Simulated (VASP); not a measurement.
# Ta7O20 (a cell with a defect) in VASP: a series of runs

Ta7O20 (a cell with a defect) is run at these levels: PBEsol; tasks: single point.

Everything below comes from runs of VASP 6.6.1. Logs are shortened: lines on timing, memory, paths and dates and some standing lists are left out, and cuts for length are marked.

### Step 1. The cell of the first run

The cell holds a defect, 27 atoms: a = 12.505 Å, b = 6.727 Å, c = 13.272 Å, α = 68.64°, β = 30.07°, γ = 81.29°.

### Step 2. Single point, PBEsol, collinear spin

File INCAR:

```
SYSTEM = Ta7O20
ALGO = Normal
EDIFF = 1E-6
ENCUT = 520
GGA = PS
GGA_COMPAT = .False.
ISIF = 2
ISMEAR = -1
ISPIN = 2
LASPH = .True.
LCHARG = .True.
LELF = .True.
LMAXMIX = 4
LORBIT = 11
LREAL = .False.
LVHAR = .True.
LWAVE = .False.
MAGMOM = 0 0 0 0 0 -0.02 0 0 0 0.02 0.29 0 0 0 0.07 0 0 0 0 0 0 0.61 0 0 0 0 0
NBANDS = 122
NELECT = 201.0
NELM = 200
NUPDOWN = 1.0
PREC = Accurate
SIGMA = 0.01
```

File KPOINTS:

```
Automatic mesh
0
Gamma
  1 1 1
  0.25 0.25 0.25
```

File POSCAR:

```
Ta7O20
1.0
    0.0000000000     11.9846651800      3.5696847700
    5.7020527300      0.0000000000      3.5696847700
    5.7020527300     11.9846651800      0.0000000000
Ta O
7 20
Direct
    0.1275274095      0.3302960785      0.6883642368
    0.6131438432      0.8354165494      0.2474421301
    0.8986959950      0.6625038234      0.2689545101
    0.2753782955      0.2209153004      0.3811200228
    0.7790046244      0.6825489454      0.8795681139
    0.1663908194      0.3438263646      0.1622575315
    0.7257748754      0.7815942231      0.6333473052
    0.3029095534      0.6033949361      0.5606976963
    0.9067129527      0.0817770250     -0.0184861580
    0.1360603798      0.8958349585      0.9945015231
    0.8996060375      0.3679376943      0.2763053605
    0.4616621693      0.5454938925      0.1542484153
    1.0024092234     -0.0374473056      0.6803062838
    0.0260085748      1.0208158849      0.3246952379
    0.4938354014      0.4698312928      0.8920945057
    0.4766566426      0.0431038603      0.2596648956
    0.8645982624      0.4531668026      0.8921211773
    0.0493517947      0.5506023062      0.2840028290
    0.5639675826      0.9471344804      0.7684516326
    0.0783985560      0.3710626072      0.5847503779
    0.6914105119      0.7131454606      0.0971336111
    0.2613660042      0.4405294231      0.9349398814
    0.7191053731      0.7432924561      0.5007182742
    0.3463146803      0.2142500078      0.4914961695
    0.6892686595      0.6942613396      0.3262365050
    0.2060852336      0.2187685886      0.3053689465
    0.8389992151      0.7116592916      0.6868666763
```

Potentials or basis: VASP PAW PBE potentials, release 64 (Ta_pv, O).

The run is started by

```
$ cat potpaw_PBE.64/Ta_pv/POTCAR potpaw_PBE.64/O/POTCAR > POTCAR
$ mpirun -np 1 vasp_std > vasp.out
```

OUTCAR:

```text
SYSTEM = Ta7O20
   EDIFF = 1E-6
   ENCUT = 520
   GGA = PS
   ISIF = 2
   ISMEAR = -1
   ISPIN = 2
   LASPH = .True.
   LORBIT = 11
   LREAL = .False.
   NELECT = 201.0
   NELM = 200
   NUPDOWN = 1.0
   PREC = Accurate

 ion  position               nearest neighbor table
   1  0.128  0.330  0.688-  24 1.84  20 1.87   8 1.89   9 1.90  17 2.05   4 3.05   2 3.60
   2  0.613  0.835  0.247-  21 1.78  25 1.90   9 1.96  16 1.96   8 1.99   1 3.60
   3  0.899  0.663  0.269-  10 1.75  23 1.92  11 1.95  25 2.00  18 2.07   6 3.10   7 3.59
   4  0.275  0.221  0.381-  26 1.81  13 1.94  16 1.96  12 1.97  20 2.03  24 2.26   1 3.05   5 3.45

   5  0.779  0.683  0.880-  17 1.78  27 1.87  12 1.87  13 1.88  21 2.11   4 3.45
   6  0.166  0.344  0.162-  22 1.88  18 1.90  14 1.91  15 1.94  11 2.17  26 2.21   3 3.10
   7  0.726  0.782  0.633-  19 1.74  23 1.94  14 1.97  15 1.99  27 2.01   3 3.59
   8  0.303  0.603  0.561-   1 1.89   2 1.99
   9  0.907  0.082  0.982-   1 1.90   2 1.96
  10  0.136  0.896  0.995-   3 1.75
  11  0.900  0.368  0.276-   3 1.95   6 2.17
  12  0.462  0.545  0.154-   5 1.87   4 1.97
  13  0.002  0.963  0.680-   5 1.88   4 1.94
  14  0.026  0.021  0.325-   6 1.91   7 1.97
  15  0.494  0.470  0.892-   6 1.94   7 1.99
  16  0.477  0.043  0.260-   4 1.96   2 1.96
  17  0.865  0.453  0.892-   5 1.78   1 2.05
  18  0.049  0.551  0.284-   6 1.90   3 2.07
  19  0.564  0.947  0.768-   7 1.74
  20  0.078  0.371  0.585-   1 1.87   4 2.03
  21  0.691  0.713  0.097-   2 1.78   5 2.11
  22  0.261  0.441  0.935-   6 1.88
  23  0.719  0.743  0.501-   3 1.92   7 1.94
  24  0.346  0.214  0.491-   1 1.84   4 2.26
  25  0.689  0.694  0.326-   2 1.90   3 2.00
  26  0.206  0.219  0.305-   4 1.81   6 2.21
  27  0.839  0.712  0.687-   5 1.87   7 2.01

  LATTYP: Found a face centered orthorhombic cell.
 ALAT       =     7.1393695400
 B/A-ratio  =     1.5973546958
 C/A-ratio  =     3.3573455227

  Lattice vectors:

 A1 = (   5.7020527300,  11.9846651800,   0.0000000000)
 A2 = (   0.0000000000,  11.9846651800,   3.5696847700)
 A3 = (   5.7020527300,   0.0000000000,   3.5696847700)

Analysis of symmetry for initial positions (statically):
=====================================================================
 Subroutine PRICEL returns:
 Original cell was already a primitive cell.

 Routine SETGRP: Setting up the symmetry group for a
 face centered orthorhombic supercell.

 Subroutine GETGRP returns: Found  1 space group operations
 (whereof  1 operations were pure point group operations)
 out of a pool of  8 trial point group operations.

The static configuration has the point symmetry C_1 .

Analysis of symmetry for dynamics (positions and initial velocities):
=====================================================================
 Subroutine PRICEL returns:
 Original cell was already a primitive cell.

 Routine SETGRP: Setting up the symmetry group for a
 face centered orthorhombic supercell.

 Subroutine GETGRP returns: Found  1 space group operations
 (whereof  1 operations were pure point group operations)
 out of a pool of  8 trial point group operations.

The dynamic configuration has the point symmetry C_1 .

Analysis of structural, dynamic, and magnetic symmetry:
=====================================================================
 Subroutine PRICEL returns:
 Original cell was already a primitive cell.

 Routine SETGRP: Setting up the symmetry group for a
 face centered orthorhombic supercell.

 Subroutine GETGRP returns: Found  1 space group operations
 (whereof  1 operations were pure point group operations)
 out of a pool of  8 trial point group operations.

The overall configuration has the point symmetry C_1 .

 Subroutine INISYM returns: Found  1 space group operations
 (whereof  1 operations are pure point group operations),
 and found     1 'primitive' translations

----------------------------------------------------------------------------------------

                                     Primitive cell
[... 101 lines left out ...]
  0.000000 -0.250000 -0.000000      2.000000
   k-points           NKPTS =      4   k-points in BZ     NKDIM =      4   number of bands    NBANDS=    122
   number of dos      NEDOS =    301   number of ions     NIONS =     27
   total plane-waves  NPLWV = 480000
   dimension x,y,z NGX =    96 NGY =   50 NGZ =  100
   dimension x,y,z NGXF=   192 NGYF=  100 NGZF=  200
   ions per type =               7  20
   NGX,Y,Z   is equivalent  to a cutoff of  12.76, 12.36, 12.53 a.u.
   NGXF,Y,Z  is equivalent  to a cutoff of  25.53, 24.71, 25.05 a.u.
 SYSTEM =  Ta7O20
   PREC   = accura    normal or accurate (medium, high low for compatibility)
   ISTART =      0    job   : 0-new  1-cont  2-samecut
   ICHARG =      2    charge: 1-file 2-atom 10-const
   ISPIN  =      2    spin polarized calculation?
   LNONCOLLINEAR =      F non collinear calculations
   LSORBIT =      F    spin-orbit coupling
   LASPH  =      T    aspherical Exc in radial PAW
   ENCUT  =  520.0 eV  38.22 Ry    6.18 a.u.  23.25 12.51 24.68*2*pi/ulx,y,z
   NELM   =    200;   NELMIN=  2; NELMDL= -5     # of ELM steps
   EDIFF  = 0.1E-05   stopping-criterion for ELM
   LREAL  =      F    real-space projection
   EDIFFG = 0.1E-04   stopping-criterion for IOM
   NSW    =      0    number of steps for IOM
   IBRION =     -1    ionic relax: 0-MD 1-quasi-New 2-CG
   NFREE  =      0    steps in history (QN), initial steepest desc. (CG)
   ISIF   =      2    stress and relaxation
   ISYM   =      2    0-nonsym 1-usesym 2-fastsym
   POTIM  = 0.5000    time-step for ionic-motion
   TEBEG  =    0.0;   TEEND  =   0.0 temperature during run
   PSTRESS=    0.0 pullay stress
   NELECT =     201.0000    total number of electrons
   NUPDOWN=       1.0000    fix difference up-down
   EMIN   =  10.00;   EMAX   =-10.00  energy-range for DOS
   EFERMI =   0.00;   METHOD = LEGACY
   ISMEAR =    -1;   SIGMA  =   0.01  broadening in eV -4-tet -1-fermi 0-gaus
   EFERMI_NEDOS =   21; number of points for ismear=-14 and -15
   IALGO  =     38    algorithm
   IMIX   =      4    mixing-type and parameters
     AMIX     =   0.40;   BMIX     =  1.00
     AMIX_MAG =   1.60;   BMIX_MAG =  1.00
  volume/ion in A,a.u.               =      18.07       121.94
  Fermi-wavevector in a.u.,A,eV,Ry     =   1.218151  2.301972 20.189580  1.483892
  Thomas-Fermi vector in A             =   2.353447
   LORBIT       =     11    0 simple, 1 ext, 2 COOP (PROOUT), +10 PAW based schemes
   GGA     = PS    functional components
   LHFCALC =     F    Hartree Fock is set to
   AEXX    =    0.0000 exact exchange contribution
   IVDW    =     0    specifies the selected vdW correction
   LEPSILON=     F    determine dielectric tensor
   LRPA    =     F    only Hartree local field effects (RPA)
 spin polarized calculation
  energy-cutoff  :      520.00
  volume of cell :      487.88
 maximum number of plane-waves:     13140
 NGX is ok and might be reduce to    96
   NGX = 47   NGY = 25   NGZ = 49

 number of electron     201.0000008 magnetization       1.0000038

 Free energy of the ion-electron system (eV)
  ---------------------------------------------------
  ext. energy  EPLUGINS =         0.00000000
  ---------------------------------------------------
  free energy    TOTEN  =      -256.16093296 eV

  energy without entropy =     -256.16093296  energy(sigma->0) =     -256.16093296

 E-fermi :  -0.5818     XC(G=0):  -8.5203

 val. band max:       -0.6861286284   @ k =   0.0000  -0.2500  -0.0000
 cond. band min:       0.6739349899   @ k =  -0.2500   0.0000   0.0000
 fundamental gap:      1.3600636183
 Fermi energy:        -0.4502377630

 spin component 1

 k-point     1 :       0.2500    0.2500    0.2500
  band No.  band energies     occupation
      1     -35.6988      1.00000
      2     -35.4635      1.00000
      3     -35.4386      1.00000
      4     -35.4234      1.00000
      5     -35.3890      1.00000
      6     -35.3644      1.00000
[... 449 lines left out ...]
    111       3.9938      0.00000
    112       4.1544      0.00000
 Fermi energy:        -0.5817691061

 spin component 2

 k-point     1 :       0.2500    0.2500    0.2500
  band No.  band energies     occupation
      1     -35.6989      1.00000
      2     -35.4636      1.00000
      3     -35.4386      1.00000
      4     -35.4235      1.00000
      5     -35.3890      1.00000
      6     -35.3643      1.00000
[... 449 lines left out ...]
    111       4.0020      0.00000
    112       4.1698      0.00000
 [bands above 112 left out]

------------------------ aborting loop because EDIFF is reached ----------------------------------------

  FORCE on cell =-STRESS in cart. coord.  units (eV):
  Direction    XX          YY          ZZ          XY          YZ          ZX
  --------------------------------------------------------------------------------------
  -------------------------------------------------------------------------------------
  Total       31.1760804     21.1623715     32.5572452      2.7133450      2.4153705     -0.1256739
  in kB      102.3799938     69.4956976    106.9156390      8.9104289      7.9319021     -0.4127040
  external PRESSURE =      92.9304435 kB  Pullay stress =       0.0000000 kB

 VOLUME and BASIS-vectors are now :
 -----------------------------------------------------------------------------
  energy-cutoff  :      520.00
  volume of cell :      487.88
      direct lattice vectors                 reciprocal lattice vectors
     0.000000000 11.984665180  3.569684770    -0.087687719  0.041719981  0.140068390
     5.702052730  0.000000000  3.569684770     0.087687719 -0.041719981  0.140068390
     5.702052730 11.984665180  0.000000000     0.087687719  0.041719981 -0.140068390

 POSITION                                       TOTAL-FORCE (eV/Angst)
 -----------------------------------------------------------------------------------
      5.80845      9.77819      1.63429         0.130200      0.098320     -0.065816
      6.17452     10.31383      5.17090         0.205065      0.089514      0.002050
      5.31122     13.99390      5.57299         0.092189      0.008935     -0.289949
      3.43284      7.86791      1.77161         0.037204      0.161930      0.028756
      8.90727     19.87744      5.21729         0.228624     -0.070815     -0.023456
      2.88572      3.93874      1.82131        -0.017561      0.175389     -0.127921
[... 19 lines left out ...]
      2.98866      6.12961      1.51659        -0.063402     -0.214336     -0.043946
      7.97447     18.28699      5.53536        -0.078833     -0.074665      0.043470
 -----------------------------------------------------------------------------------
    total drift:                               -0.001093      0.002507     -0.002541

  FREE ENERGIE OF THE ION-ELECTRON SYSTEM (eV)
  ---------------------------------------------------
  free  energy   TOTEN  =      -256.1609329575 eV

  energy  without entropy=     -256.1609329575  energy(sigma->0) =     -256.16093296

 total charge

# of ion       s       p       d       tot
------------------------------------------
    1        0.393   6.367   2.455   9.214
    2        0.382   6.358   2.367   9.106
    3        0.384   6.342   2.455   9.180
    4        0.369   6.363   2.312   9.044
    5        0.400   6.384   2.487   9.271
    6        0.364   6.335   2.354   9.053
[... 19 lines left out ...]
   26        1.573   3.490   0.000   5.062
   27        1.566   3.523   0.000   5.088
--------------------------------------------------
tot         34.124 114.313  16.857 165.294

 magnetization (x)

# of ion       s       p       d       tot
------------------------------------------
    1       -0.000   0.000  -0.000  -0.000
    2       -0.000  -0.000  -0.000  -0.000
    3       -0.001   0.004  -0.007  -0.004
    4       -0.000  -0.000  -0.000  -0.000
    5       -0.000   0.000   0.001   0.001
    6       -0.003  -0.002  -0.039  -0.044
[... 19 lines left out ...]
   26       -0.000  -0.000   0.000  -0.000
   27        0.000   0.004   0.000   0.004
--------------------------------------------------
tot          0.013   0.864  -0.042   0.835
```

Wall time 40 min (1 thread of Oxide Virtual Turin-like, shared host); peak memory 1.4 GiB.

Results:

| Item | Value |
| --- | --- |
| Free energy | -256.1609 eV |
| Largest force | 0.452 eV/Å |
| Net moment | 1.00 μB per cell |
| Site moments | Ta -0.00, +0.00, -0.04 (each value once); O -0.00, +0.00, +0.02, +0.25, +0.06, +0.54 (each value once) μB |
| Valence electrons inside the program's atomic spheres | Ta 9.21, 9.11, 9.18, 9.04, 9.27, 9.05, 9.15; O 5.09, 5.01, 4.98, 5.10, 5.13, 5.07, 5.12, 5.06, 5.08, 4.90, 5.04 (each value once) |

Forces in eV/Å, atoms in the order of the input:
```
Ta   0.130  0.098 -0.066
Ta   0.205  0.090  0.002
Ta   0.092  0.009 -0.290
Ta   0.037  0.162  0.029
Ta   0.229 -0.071 -0.023
Ta  -0.018  0.175 -0.128
Ta  -0.399  0.104 -0.048
O    0.117  0.016  0.046
O   -0.006  0.080 -0.052
O   -0.029 -0.139  0.381
O   -0.104 -0.048 -0.092
O    0.105 -0.089 -0.016
O    0.001  0.080  0.036
O   -0.051  0.007 -0.020
O   -0.057  0.056  0.036
O   -0.040 -0.056  0.001
O   -0.200  0.210 -0.052
O    0.136  0.116  0.049
O    0.438 -0.085  0.075
O    0.048 -0.211  0.050
O   -0.221 -0.104 -0.025
O   -0.109 -0.183  0.085
O    0.082 -0.057 -0.023
O   -0.223  0.050  0.071
O   -0.019  0.077 -0.025
O   -0.063 -0.214 -0.044
O   -0.079 -0.075  0.043
```

Caveat: the k points lie up to 0.54 Å⁻¹ apart; the cell carries a net charge on a neutralising background, which shifts energy and pressure; the cell is charged against a uniform background, so pressure and absolute levels hang on convention; the PAW data sets were made with another functional, which shifts forces and pressure a little; spin-orbit coupling is left out, which moves the levels of the heavy elements; the total moment is fixed, so each spin has its own Fermi level and the state may be an excited one.

### Step 3. Single point, PBEsol, collinear spin

File INCAR:

```
ALGO = Normal
EDIFF = 1E-6
ENCUT = 520
GGA = PS
GGA_COMPAT = False
ISIF = 2
ISMEAR = -1
ISPIN = 2
LASPH = True
LCHARG = False
LMAXMIX = 4
LORBIT = 11
LREAL = False
LWAVE = False
MAGMOM = 0 0 0 0 0 0 -0.02 0 0 0.29 0.02 0 0 0.07 0 0 0 0 0 0 0 0 0.61 0 0 0 0
NBANDS = 122
NELECT = 201.0
NELM = 200
NUPDOWN = 1.0
PREC = Accurate
SIGMA = 0.01
```

KPOINTS is that of step 2.

File POSCAR:

```
Ta7O20
1.0
    0.0000000000     11.9846651800      3.5696847700
    5.7020527300      0.0000000000      3.5696847700
    5.7020527300     11.9846651800      0.0000000000
Ta O
7 20
Direct
    0.1021289690      0.3471508246      0.7547035795
    0.6166102854      0.8423208417      0.1953964955
    0.3880111553      0.1744748868      0.7758706249
    0.2680558088      0.1947823595      0.3865945978
    0.7644529391      0.7327824067      0.8881935167
    0.2153057682      0.2936563142      0.1401728016
    0.6560157475      0.8559013651      0.6687898284
    0.3954418500      0.5936998879      0.4887439135
    0.7921504214      0.1148533083      0.0680318446
    0.3893939276      0.8802650380      0.7825920572
    0.6252506380      0.4079041908      0.5015728242
    0.4900516818      0.4757574745      0.1883002106
    0.9509773258      0.0573070206      0.6609354731
   -0.0165966770      0.9820149734      0.3989249532
    0.5154472742      0.5328893889      0.8314919806
    0.3543294520     -0.0340471789      0.3988120467
    0.9650094479      0.5545135131      0.7673654981
    0.0534667193      0.4591529951      0.2754429764
    0.5387398397      1.0620186956      0.7909089155
    0.1803504997      0.2247209353      0.6045496386
    0.5682356018      0.8843131977      0.0910375576
    0.2086919668      0.2551805299      1.0075658806
    0.7513967371      0.9530731855      0.4410484371
    0.1787256327      0.2064122415      0.8330467148
    0.8351074983      0.7256591282     -0.0011136670
    0.3289503905      0.2236035094      0.1933101748
    0.6958904524      0.7304754156      0.8118411726
```

Potentials or basis: VASP PAW PBE potentials, release 64 (Ta_pv, O).

The run is started by

```
$ cat potpaw_PBE.64/Ta_pv/POTCAR potpaw_PBE.64/O/POTCAR > POTCAR
$ mpirun -np 1 vasp_std > vasp.out
```

Run time: 45 min. Hardware: 1 thread of Oxide Virtual Turin-like, shared host; peak memory 1.4 GiB.

The run converged. Its results:

```
Free energy                                           : -256.1607 eV
Largest force                                         : 0.440 eV/Å
Net moment                                            : 1.00 μB per cell
Site moments                                          : Ta -0.00, +0.00, -0.04 (each value once); O +0.00, -0.00, +0.25, +0.02, +0.06, +0.54 (each value once) μB
Valence electrons inside the program's atomic spheres : Ta 9.11, 9.21, 9.18, 9.27, 9.04, 9.15, 9.05; O 5.09, 4.98, 5.01, 5.13, 5.10, 5.07, 5.12, 5.06, 5.08, 4.90, 5.04 (each value once)
```

Forces in eV/Å, atoms in the order of the input:
```
Ta   0.223  0.084  0.002
Ta   0.113  0.105 -0.064
Ta   0.089  0.007 -0.299
Ta   0.211 -0.045 -0.013
Ta   0.070  0.171  0.016
Ta  -0.386  0.121 -0.048
Ta  -0.054  0.166 -0.122
O   -0.003  0.073 -0.044
O    0.116  0.016  0.053
O   -0.114 -0.046 -0.096
O   -0.032 -0.136  0.396
O   -0.001  0.075  0.043
O    0.111 -0.088 -0.023
O   -0.060  0.048  0.030
O   -0.054  0.002 -0.016
O   -0.187  0.198 -0.052
O   -0.059 -0.039  0.002
O    0.425 -0.085  0.076
O    0.173  0.113  0.060
O   -0.231 -0.115 -0.032
O    0.030 -0.207  0.054
O    0.083 -0.061 -0.025
O   -0.098 -0.160  0.071
O   -0.019  0.083 -0.028
O   -0.205  0.044  0.067
O   -0.079 -0.093  0.042
O   -0.062 -0.232 -0.051
```

Caveat: the k points lie up to 0.54 Å⁻¹ apart; the cell carries a net charge on a neutralising background, which shifts energy and pressure; the cell is charged against a uniform background, so pressure and absolute levels hang on convention; the PAW data sets were made with another functional, which shifts forces and pressure a little; spin-orbit coupling is left out, which moves the levels of the heavy elements; the total moment is fixed, so each spin has its own Fermi level and the state may be an excited one.
